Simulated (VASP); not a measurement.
Write the native input for VASP 6.6.1 that does the following.

```yaml
Task: single point
Functional: PBE
Potentials_or_basis: VASP PAW PBE potentials, release 64 (B, N)
Cutoff: 520 eV
k_mesh: 8 × 8 × 3
Occupations: gaussian, width 0.01 eV
Spin: no spin polarisation
Dipole_correction: no
Further_INCAR_settings: ALGO = Normal; EDIFF = 1e-07; NBANDS = 16
```

The structure of BN lies in POSCAR:

```
BN
1.0
    2.4982400000      0.0000000000      0.0000000000
   -1.2491200000      2.1635390000      0.0000000000
    0.0000000000      0.0000000000      6.6357000000
B N
2 2
Direct
    0.3333333333      0.6666666667      0.2500000000
    0.6666666667      0.3333333333      0.7500000000
    0.3333333333      0.6666666667      0.7500000000
    0.6551115248      0.3102230497      0.2500000000
```

These files were run (other wordings do the same):

INCAR

```
ALGO     = Normal         # electronic algorithm
EDIFF    = 1E-7           # SCF threshold, eV
ENCUT    = 520            # plane-wave cutoff, eV
GGA      = PE             # functional
ISIF     = 2              # what is computed and relaxed
ISMEAR   = 0              # smearing method
LASPH    = True           # aspherical terms in the spheres
LCHARG   = True           # write CHGCAR
LELF     = True           # ELF
LREAL    = False          # projectors in reciprocal space
LVHAR    = True         
LWAVE    = False          # write WAVECAR
NBANDS   = 16             # bands
NELM     = 100            # most SCF steps
PREC     = Accurate       # precision mode
SIGMA    = 0.01           # smearing width, eV
```

KPOINTS

```
k-points
0
Gamma
  8 8 3
```

Potentials or basis: VASP PAW PBE potentials, release 64 (B, N).

Command:

```bash
$ cat potpaw_PBE.64/B/POTCAR potpaw_PBE.64/N/POTCAR > POTCAR
$ mpirun -np 1 vasp_std > vasp.out
```

It gave:

| Quantity | Value |
| --- | --- |
| Pressure | 5.7 GPa |
| Largest force | 2.279 eV/Å |
| Band gap on the k mesh | 4.19 eV, indirect (least direct gap 4.60 eV) |

Caveat: this functional lacks dispersion, which binds the layers, so the pressure and a relaxed spacing across them are unreliable; forces of over 1 eV/Å act on the atoms, so gaps and moduli don't describe the material at rest.

It took 43 s on 1 thread of AMD EPYC 7R13, on a shared host, peak memory 0.12 GiB.
